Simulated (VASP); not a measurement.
Set up this calculation in VASP 6.6.1, as the native input.

| Quantity | Value |
| --- | --- |
| Task | single point |
| Functional | PBE |
| Potentials or basis | VASP PAW PBE potentials, release 64 (Pt, Au) |
| Cutoff | 520 eV |
| k mesh | 12 × 12 × 1 |
| Occupations | gaussian, width 0.1 eV |
| Spin | no spin polarisation |
| Dipole correction | yes |
| Further INCAR settings | ALGO = Normal; EDIFF = 1e-06; NBANDS = 34 |

The structure of Pt4Au lies in POSCAR:

```
Pt4Au
1.0
    2.8072945010      0.0000000000      0.0000000000
   -1.4036472505      2.4311883537      0.0000000000
    0.0000000000      0.0000000000     25.8764390851
Pt Au
4 1
Direct
    0.6666666667      0.3333333333      0.3284841462
    0.3333333333      0.6666666667      0.4170645863
    0.0000000000      0.0000000000      0.5050836354
    0.6666666667      0.3333333333      0.5939779260
    0.3333333333      0.6666666667      0.6890318433
```

The input as run:

INCAR

```
SYSTEM = Pt4Au
ALGO = Normal
DIPOL = 0.5 0.5 0.507
EDIFF = 1E-6
ENCUT = 520
GGA = PE
IDIPOL = 3
ISIF = 2
ISMEAR = 0
LASPH = .True.
LCHARG = .False.
LDIPOL = .True.
LREAL = .False.
LWAVE = .False.
NBANDS = 34
NELM = 60
PREC = Accurate
SIGMA = 0.1
```

KPOINTS

```
k-points
0
Gamma
  12 12 1
  0 0 0
```

Potentials or basis: VASP PAW PBE potentials, release 64 (Pt, Au).

Launch:

```bash
$ cat potpaw_PBE.64/Pt/POTCAR potpaw_PBE.64/Au/POTCAR > POTCAR
$ mpirun -np 1 vasp_std > vasp.out
```

Results of the run:

| Item | Value |
| --- | --- |
| Largest force | 0.097 eV/Å |

Run time: 2.9 min on 1 thread of Intel(R) Xeon(R) 6975P-C (Granite Rapids), with other jobs on the host, peak memory 0.37 GiB.
